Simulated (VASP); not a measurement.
# KCl: phonons with r2SCAN

Crystal: KCl.

```xyz
2
Lattice="0.0000 3.1465 3.1465 3.1465 0.0000 3.1465 3.1465 3.1465 0.0000" Properties=species:S:1:pos:R:3 pbc="T T T"
K     0.0000    0.0000    0.0000
Cl    3.1465    3.1465    3.1465
```

```json
{
  "Program": "VASP 6.6.1",
  "Task": "phonons",
  "Functional": "r2SCAN",
  "Potentials or basis": "VASP PAW PBE potentials, release 64 (K_sv, Cl)",
  "Cutoff": "520 eV",
  "k mesh": "6 × 6 × 6",
  "Occupations": "gaussian, width 0.01 eV",
  "Spin": "no spin polarisation",
  "Dipole correction": "no",
  "Further INCAR settings": "ALGO = Normal; EDIFF = 1e-08; IBRION = 6; POTIM = 0.015; NSW = 1"
}
```

```
Highest phonon frequency at Γ, LO-TO splitting left out : 147 cm⁻¹
```

Phonon frequencies in cm⁻¹ (negative: imaginary):
```tsv
q point	frequencies
(0.000, 0.000, 0.000)	0 0 0 147 147 147
```

Run time: 15 min on 1 thread of Oxide Virtual Turin-like Processor (shared host), peak memory 0.21 GiB.
